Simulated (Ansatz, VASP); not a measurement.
SrTiO3: VASP beside Ansatz

```
Sr Ti O
1.0
     3.89138    0.00000    0.00000
     0.00000    3.89138    0.00000
     0.00000    0.00000    3.89138
Sr Ti O
1 1 3
Direct
  0.06078 0.00000 0.00000
  0.44098 0.50000 0.50000
  0.95535 0.50000 0.50000
  0.44417 0.00000 0.50000
  0.44417 0.50000 0.00000
```

Change from the starting cell: mode 1 frozen in at -0.124 Å and mode 7 at -0.299 Å (largest displacements).

Alike in both runs: task single point; functional PBEsol; k mesh 8 × 8 × 8; occupations gaussian, width 0.05 eV; no spin polarisation.

|  | VASP | Ansatz |
| --- | --- | --- |
| version | VASP 6.6.1 | Ansatz 0.2.0 |
| potentials or method | VASP PAW PBE potentials, release 64 (Sr_sv, Ti_sv, O), cutoff 520 eV | scalar-relativistic, plane waves, PAW |
| valence electrons in the cell | 40 | 40 |

|  | VASP | Ansatz | Ansatz less VASP |
| --- | --- | --- | --- |
| gap on the k mesh at the Fermi level (eV) | 1.65 | 1.68 | +0.033 |
| least direct gap on the mesh (eV) | 2.06 | 2.08 | +0.019 |
| pressure (GPa) | 6.4 | 5.6 | -0.80 |
| traceless stress, the component that is largest in VASP (GPa) | -0.92 | -0.88 | +0.034 |
| rms of the force components (eV/Å) | 0.663 | 0.635 | -0.0286 |

VASP's potentials were made for PBE, not for PBEsol, and Ansatz warns of the same on its side. Atom by atom the forces differ by 0.032 eV/Å (rms over components). The functional is the same, so the differences come from potentials, cutoffs and numerics.
